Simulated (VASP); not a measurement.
Runs of VASP 6.6.1 on Cd. The structure is that of space group P6_3/mmc (No. 194), or close to it. The cells are those of the table. 

| cell | gap on the mesh (eV) | pressure (GPa) |
| --- | --- | --- |
| a = 2.890, b = 2.890, c = 5.618 Å, angles 90.0, 90.0, 120.0°, 2 atoms | none | (a) |
| a = 2.979, b = 2.979, c = 5.449 Å, angles 90.0, 90.0, 120.0°, 2 atoms | none | 0.2 |
| a = 2.939, b = 2.939, c = 5.542 Å, angles 90.0, 90.0, 120.0°, 2 atoms | none | 1.4 |
| a = 2.979, b = 2.979, c = 5.505 Å, angles 90.0, 90.0, 120.0°, 2 atoms | none | (c) |
| a = 2.959, b = 2.959, c = 5.580 Å, angles 90.0, 90.0, 120.0°, 2 atoms | none | (b) |
| a = 2.969, b = 2.969, c = 5.599 Å, angles 90.0, 90.0, 120.0°, 2 atoms | none | -0.5 |
| a = 2.918, b = 2.918, c = 5.503 Å, angles 90.0, 90.0, 120.0°, 2 atoms | none | 3.0 |
| a = 2.979, b = 2.966, c = 5.618 Å, angles 89.8, 89.4, 119.6°, 2 atoms | none | -1.1 |

Alike in all rows: task electric field gradients; level PBEsol; potentials or basis VASP PAW PBE potentials, release 64 (Cd); no spin polarisation; k mesh 14 × 14 × 7; cutoff (eV) 520; smearing fermi-dirac 0.05 eV.

Problem. Estimate the missing entries.

Solution. (a) 3.6; (b) 0.1; (c) -0.3.

Caveats: the PAW data sets were made with another functional, which shifts forces and pressure a little; the cell stands under pressure (at least some runs).

A k mesh can miss the band edges, and the runs leave out spin-orbit coupling on Cd.

A gap of «none» marks levels without a gap at the run's occupations.
